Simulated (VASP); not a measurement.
# Ga2BSb3 (P4/mmm) in VASP: notebook, part 2 of 2

VASP 6.6.1. The steps go on from the part before.

## (3) Single point, PBE

This run uses another cell than the first one, of 24.82 Å³/atom.

File INCAR:

```
SYSTEM = Ga2BSb3
ALGO     = Normal         ! electronic algorithm
EDIFF    = 1E-7           ! SCF threshold, eV
ENCUT    = 520            ! plane-wave cutoff, eV
GGA      = PE             ! functional
ISIF     = 2              ! what is computed and relaxed
ISMEAR   = 0              ! smearing method
LASPH    = .True.         ! aspherical terms in the spheres
LCHARG   = .False.        ! write CHGCAR
LREAL    = .False.        ! projectors in reciprocal space
LWAVE    = .False.        ! write WAVECAR
NBANDS   = 31             ! bands
NELM     = 60             ! most SCF steps
PREC     = Accurate       ! precision mode
SIGMA    = 0.1            ! smearing width, eV
```

File KPOINTS:

```
k-points
0
Gamma
  4 4 2
  0 0 0
```

File POSCAR:

```
Ga2BSb3
1.0
    3.3967156642      0.0000000000      0.0000000000
    0.0000000000      3.3967156642      0.0000000000
    0.0000000000      0.0000000000     12.9076861537
Ga B Sb
2 1 3
Direct
    0.5000000000      0.5000000000      0.8416634390
    0.5000000000      0.5000000000      0.1583365610
    0.0000000000      0.0000000000      0.5000000000
    0.0000000000      0.0000000000      0.0000000000
    0.0000000000      0.0000000000      0.3335556352
    0.0000000000      0.0000000000      0.6664443648
```

Potentials or basis: VASP PAW PBE potentials, release 64 (Ga_d, B, Sb).

The run is started by

```
> cat potpaw_PBE.64/Ga_d/POTCAR potpaw_PBE.64/B/POTCAR potpaw_PBE.64/Sb/POTCAR > POTCAR
> mpirun -np 1 vasp_std > vasp.out
```

OUTCAR:

```text
SYSTEM = Ga2BSb3
   EDIFF = 1E-7
   ENCUT = 520
   GGA = PE
   ISIF = 2
   ISMEAR = 0
   LASPH = .True.
   LREAL = .False.
   NELM = 60
   PREC = Accurate

 ion  position               nearest neighbor table
   1  0.500  0.500  0.842-   4 3.15   4 3.15   4 3.15   4 3.15   6 3.30   6 3.30   6 3.30   6 3.30

   2  0.500  0.500  0.158-   4 3.15   4 3.15   4 3.15   4 3.15   5 3.30   5 3.30   5 3.30   5 3.30

   3  0.000  0.000  0.500-   5 2.15   6 2.15
   4  0.000  0.000  0.000-   1 3.15   2 3.15   1 3.15   2 3.15   1 3.15   2 3.15   1 3.15   2 3.15

   5  0.000  0.000  0.334-   3 2.15   2 3.30   2 3.30   2 3.30   2 3.30
   6  0.000  0.000  0.666-   3 2.15   1 3.30   1 3.30   1 3.30   1 3.30

  LATTYP: Found a simple tetragonal cell.
 ALAT       =     3.3967156642
 C/A-ratio  =     3.8000490561

  Lattice vectors:

 A1 = (   3.3967156642,   0.0000000000,   0.0000000000)
 A2 = (   0.0000000000,   3.3967156642,   0.0000000000)
 A3 = (   0.0000000000,   0.0000000000,  12.9076861537)

Analysis of symmetry for initial positions (statically):
=====================================================================
 Subroutine PRICEL returns:
 Original cell was already a primitive cell.

 Routine SETGRP: Setting up the symmetry group for a
 simple tetragonal supercell.

 Subroutine GETGRP returns: Found 16 space group operations
 (whereof 16 operations were pure point group operations)
 out of a pool of 16 trial point group operations.

The static configuration has the point symmetry D_4h.

Analysis of symmetry for dynamics (positions and initial velocities):
=====================================================================
 Subroutine PRICEL returns:
 Original cell was already a primitive cell.

 Routine SETGRP: Setting up the symmetry group for a
 simple tetragonal supercell.

 Subroutine GETGRP returns: Found 16 space group operations
 (whereof 16 operations were pure point group operations)
 out of a pool of 16 trial point group operations.

The dynamic configuration has the point symmetry D_4h.

 Subroutine INISYM returns: Found 16 space group operations
 (whereof 16 operations are pure point group operations),
 and found     1 'primitive' translations

----------------------------------------------------------------------------------------

                                     Primitive cell

  volume of cell :     148.9247

  direct lattice vectors                    reciprocal lattice vectors
     3.396715664  0.000000000  0.000000000     0.294402034  0.000000000  0.000000000
     0.000000000  3.396715664  0.000000000     0.000000000  0.294402034  0.000000000
     0.000000000  0.000000000 12.907686154     0.000000000  0.000000000  0.077473219

  length of vectors
     3.396715664  3.396715664 12.907686154     0.294402034  0.294402034  0.077473219

  position of ions in fractional coordinates (direct lattice)
     0.500000000  0.500000000  0.841663439
     0.500000000  0.500000000  0.158336561
     0.000000000  0.000000000  0.500000000
     0.000000000  0.000000000  0.000000000
[... 37 lines left out ...]

 Following reciprocal coordinates:
            Coordinates               Weight
  0.000000  0.000000  0.000000      1.000000
  0.250000  0.000000  0.000000      4.000000
  0.500000  0.000000  0.000000      2.000000
  0.250000  0.250000  0.000000      4.000000
  0.500000  0.250000  0.000000      4.000000
  0.500000  0.500000  0.000000      1.000000
  0.000000  0.000000  0.500000      1.000000
  0.250000  0.000000  0.500000      4.000000
  0.500000  0.000000  0.500000      2.000000
  0.250000  0.250000  0.500000      4.000000
  0.500000  0.250000  0.500000      4.000000
  0.500000  0.500000  0.500000      1.000000
   k-points           NKPTS =     12   k-points in BZ     NKDIM =     12   number of bands    NBANDS=     31
   number of dos      NEDOS =    301   number of ions     NIONS =      6
   total plane-waves  NPLWV =  75264
   dimension x,y,z NGX =    28 NGY =   28 NGZ =   96
   dimension x,y,z NGXF=    56 NGYF=   56 NGZF=  192
   ions per type =               2   1   3
   NGX,Y,Z   is equivalent  to a cutoff of  13.70, 13.70, 12.36 a.u.
   NGXF,Y,Z  is equivalent  to a cutoff of  27.41, 27.41, 24.73 a.u.
 SYSTEM =  Ga2BSb3
   PREC   = accura    normal or accurate (medium, high low for compatibility)
   ISTART =      0    job   : 0-new  1-cont  2-samecut
   ICHARG =      2    charge: 1-file 2-atom 10-const
   ISPIN  =      1    spin polarized calculation?
   LNONCOLLINEAR =      F non collinear calculations
   LSORBIT =      F    spin-orbit coupling
   LASPH  =      T    aspherical Exc in radial PAW
   ENCUT  =  520.0 eV  38.22 Ry    6.18 a.u.   6.32  6.32 24.00*2*pi/ulx,y,z
   NELM   =     60;   NELMIN=  2; NELMDL= -5     # of ELM steps
   EDIFF  = 0.1E-06   stopping-criterion for ELM
   LREAL  =      F    real-space projection
   EDIFFG = 0.1E-05   stopping-criterion for IOM
   NSW    =      0    number of steps for IOM
   IBRION =     -1    ionic relax: 0-MD 1-quasi-New 2-CG
   NFREE  =      0    steps in history (QN), initial steepest desc. (CG)
   ISIF   =      2    stress and relaxation
   ISYM   =      2    0-nonsym 1-usesym 2-fastsym
   POTIM  = 0.5000    time-step for ionic-motion
   TEBEG  =    0.0;   TEEND  =   0.0 temperature during run
   PSTRESS=    0.0 pullay stress
   NELECT =      44.0000    total number of electrons
   NUPDOWN=      -1.0000    fix difference up-down
   EMIN   =  10.00;   EMAX   =-10.00  energy-range for DOS
   EFERMI =   0.00;   METHOD = LEGACY
   ISMEAR =     0;   SIGMA  =   0.10  broadening in eV -4-tet -1-fermi 0-gaus
   EFERMI_NEDOS =   21; number of points for ismear=-14 and -15
   IALGO  =     38    algorithm
   IMIX   =      4    mixing-type and parameters
     AMIX     =   0.40;   BMIX     =  1.00
     AMIX_MAG =   1.60;   BMIX_MAG =  1.00
  volume/ion in A,a.u.               =      24.82       167.50
  Fermi-wavevector in a.u.,A,eV,Ry     =   1.090361  2.060483 16.175778  1.188886
  Thomas-Fermi vector in A             =   2.226583
   LORBIT       =      0    0 simple, 1 ext, 2 COOP (PROOUT), +10 PAW based schemes
   GGA     = PE    functional components
   LHFCALC =     F    Hartree Fock is set to
   AEXX    =    0.0000 exact exchange contribution
   IVDW    =     0    specifies the selected vdW correction
   LEPSILON=     F    determine dielectric tensor
   LRPA    =     F    only Hartree local field effects (RPA)
 non-spin polarized calculation
 Gauss-broadening in eV      SIGMA  =   0.10
  energy-cutoff  :      520.00
  volume of cell :      148.92
 maximum number of plane-waves:      4048
 NGX is ok and might be reduce to    28
   NGX = 13   NGY = 13   NGZ = 47

 number of electron      43.9999993 magnetization

 Free energy of the ion-electron system (eV)
  ---------------------------------------------------
  ext. energy  EPLUGINS =         0.00000000
  ---------------------------------------------------
  free energy    TOTEN  =       -21.65608495 eV

  energy without entropy =      -21.64368734  energy(sigma->0) =      -21.64988615

 E-fermi :   5.7235     XC(G=0):  -9.7107

 val. band max:        5.5078181377   @ k =   0.0000   0.0000   0.5000
 cond. band min:       5.7564562261   @ k =   0.5000   0.2500   0.0000
 fundamental gap:      0.2486380884
 Fermi energy:         5.7235037568

 k-point     1 :       0.0000    0.0000    0.0000
  band No.  band energies     occupation
      1      -9.2987      2.00000
      2      -9.2981      2.00000
      3      -9.2649      2.00000
      4      -9.2552      2.00000
      5      -9.2307      2.00000
      6      -9.2307      2.00000
[... 397 lines left out ...]
     30       7.6342      0.00000
     31       8.0600      0.00000

------------------------ aborting loop because EDIFF is reached ----------------------------------------

  FORCE on cell =-STRESS in cart. coord.  units (eV):
  Direction    XX          YY          ZZ          XY          YZ          ZX
  --------------------------------------------------------------------------------------
  -------------------------------------------------------------------------------------
  Total       -0.0895569     -0.0895569      0.3941437      0.0000000      0.0000000      0.0000000
  in kB       -0.9634805     -0.9634805      4.2403179      0.0000000      0.0000000      0.0000000
  external PRESSURE =       0.7711189 kB  Pullay stress =       0.0000000 kB

 VOLUME and BASIS-vectors are now :
 -----------------------------------------------------------------------------
  energy-cutoff  :      520.00
  volume of cell :      148.92
      direct lattice vectors                 reciprocal lattice vectors
     3.396715664  0.000000000  0.000000000     0.294402034  0.000000000  0.000000000
     0.000000000  3.396715664  0.000000000     0.000000000  0.294402034  0.000000000
     0.000000000  0.000000000 12.907686154     0.000000000  0.000000000  0.077473219

 POSITION                                       TOTAL-FORCE (eV/Angst)
 -----------------------------------------------------------------------------------
      1.69836      1.69836     10.86393        -0.000000     -0.000000      0.012432
      1.69836      1.69836      2.04376         0.000000      0.000000     -0.012432
      0.00000      0.00000      6.45384         0.000000     -0.000000     -0.000000
      0.00000      0.00000      0.00000         0.000000     -0.000000     -0.000000
      0.00000      0.00000      4.30543         0.000000     -0.000000     -0.083097
      0.00000      0.00000      8.60225         0.000000     -0.000000      0.083097
 -----------------------------------------------------------------------------------
    total drift:                                0.000000     -0.000000      0.000000

  FREE ENERGIE OF THE ION-ELECTRON SYSTEM (eV)
  ---------------------------------------------------
  free  energy   TOTEN  =       -21.6560849522 eV

  energy  without entropy=      -21.6436873420  energy(sigma->0) =      -21.64988615
```

It took 37 s on 1 thread of AMD EPYC 9R45 (Zen 5), shared host; peak memory 0.25 GiB.

Results:

| Property | Result |
| --- | --- |
| Free energy | -21.6561 eV |
| Pressure | 0.1 GPa |
| Largest force | 0.083 eV/Å |
| Band gap on the k mesh | zero (bands 22 and 23 overlap by 3.47 eV) |

Forces in eV/Å, atoms in the order of the input:
```
Ga   0.000  0.000  0.012
Ga   0.000  0.000 -0.012
B    0.000  0.000  0.000
Sb   0.000  0.000  0.000
Sb   0.000  0.000 -0.083
Sb   0.000  0.000  0.083
```

Levels at points of the mesh, in eV from the Fermi level:
| k point | band 20 | band 21 | band 22 | band 23 | band 24 | band 25 |
| --- | --- | --- | --- | --- | --- | --- |
| (0.00, 0.00, 0.00) | 1.14 | 1.39 | 1.39 | 2.12 | 2.12 | 2.36 |
| (0.50, 0.00, 0.00) | -2.16 | -1.79 | 0.33 | 0.90 | 1.49 | 2.48 |
| (0.50, 0.50, 0.00) | -3.16 | -2.95 | -2.95 | -2.08 | 0.07 | 0.21 |
| (0.00, 0.00, 0.50) | 0.70 | 1.18 | 1.18 | 2.48 | 2.48 | 3.57 |
| (0.50, 0.00, 0.50) | -2.94 | -0.99 | -0.39 | 1.49 | 1.55 | 2.85 |
| (0.50, 0.50, 0.50) | -3.45 | -2.52 | -2.52 | -1.85 | -0.69 | -0.69 |

Caveat: the k points lie up to 0.46 Å⁻¹ apart, too coarse for converged energies and pressures of a metal; spin-orbit coupling is left out, which moves the levels of the heavy elements.

## (4) Single point, PBE

This run uses another cell than the first one, of 26.23 Å³/atom.

File INCAR:

```
SYSTEM = Ga2BSb3
PREC = Accurate
ENCUT = 520
EDIFF = 1E-7
ISMEAR = 0
SIGMA = 0.1
LREAL = .False.
LASPH = .True.
NELM = 60
ALGO = Normal
ISIF = 2
LWAVE = .False.
LCHARG = .False.
GGA = PE
NBANDS = 31
```

File KPOINTS:

```
Automatic mesh
0
Gamma
  6 6 2
  0 0 0
```

File POSCAR:

```
Ga2BSb3
1.0
    3.1900859811      0.0000000000      0.0000000000
    0.0000000000      3.1900859811      0.0000000000
    0.0000000000      0.0000000000     15.4664193779
Ga B Sb
2 1 3
Direct
    0.5000000000      0.5000000000      0.8538661118
    0.5000000000      0.5000000000      0.1461338882
    0.0000000000      0.0000000000      0.5000000000
    0.0000000000      0.0000000000      0.0000000000
    0.0000000000      0.0000000000      0.3602263287
    0.0000000000      0.0000000000      0.6397736713
```

The run is started by

```
> cat potpaw_PBE.64/Ga_d/POTCAR potpaw_PBE.64/B/POTCAR potpaw_PBE.64/Sb/POTCAR > POTCAR
> mpirun -np 1 vasp_std > vasp.out
```

Wall time 57 s (1 thread of AMD EPYC 9R45 (Zen 5), shared host); peak memory 0.26 GiB.

The run converged. Its results:

* Free energy: -21.4889 eV
* Pressure: 0.1 GPa
* Largest force: 0.102 eV/Å
* Band gap on the k mesh: zero (bands 22 and 23 overlap by 4.32 eV)

Forces in eV/Å, atoms in the order of the input:
```
Ga   0.000  0.000  0.026
Ga   0.000  0.000 -0.026
B    0.000  0.000  0.000
Sb   0.000  0.000  0.000
Sb   0.000  0.000 -0.102
Sb   0.000  0.000  0.102
```

Stress tensor (GPa, compression positive):
```
0.04 0.00 0.00
0.00 0.04 0.00
0.00 0.00 0.37
```

Levels at points of the mesh, in eV from the Fermi level:
```csv
k point,band 18,band 19,band 20,band 21,band 22,band 23,band 24,band 25,band 26,band 27
"(0.00, 0.00, 0.00)",-1.41,0.76,1.46,1.46,2.68,2.68,3.55,3.55,4.25,4.51
"(0.50, 0.00, 0.00)",-4.26,-3.72,-2.69,-2.47,-0.76,-0.58,1.35,2.34,2.57,3.74
"(0.50, 0.50, 0.00)",-3.11,-2.91,-2.66,-2.66,-2.44,-1.21,-0.08,-0.08,0.25,0.53
"(0.00, 0.00, 0.50)",-2.08,1.46,1.46,2.14,2.28,2.67,2.67,3.57,3.57,5.20
"(0.50, 0.00, 0.50)",-4.52,-3.52,-2.79,-2.52,-0.82,-0.44,1.73,1.95,2.34,3.62
"(0.50, 0.50, 0.50)",-3.11,-2.91,-2.64,-2.64,-2.44,-1.20,-0.20,-0.20,0.22,0.77
```

Caveat: spin-orbit coupling is left out, which moves the levels of the heavy elements.

## (5) Overview

```tsv
cell	k mesh	gap on the mesh (eV)	pressure (GPa)	largest force (eV/Å)
a = 4.113, b = 4.113, c = 8.433 Å, 6 atoms, atomic positions A	4 × 4 × 2	none	24.5	4.20
a = 3.397, b = 3.397, c = 12.908 Å, 6 atoms, atomic positions B	4 × 4 × 2	none	0.1	0.08
a = 3.190, b = 3.190, c = 15.466 Å, 6 atoms, atomic positions C	6 × 6 × 2	none	0.1	0.10
```

Alike in all rows: task single point; level PBE; potentials or basis VASP PAW PBE potentials, release 64 (Ga_d, B, Sb); no spin polarisation; cutoff (eV) 520; smearing gaussian 0.1 eV.

Caveats: some runs use coarse meshes; spin-orbit coupling is left out, which moves the levels of the heavy elements; forces of over 1 eV/Å act on the atoms, so gaps and moduli don't describe the material at rest (at least some runs).

Absolute energies hang on the potentials; compare differences alone.

The gap in the log of VASP goes by the Fermi energy; the results here count the filled bands.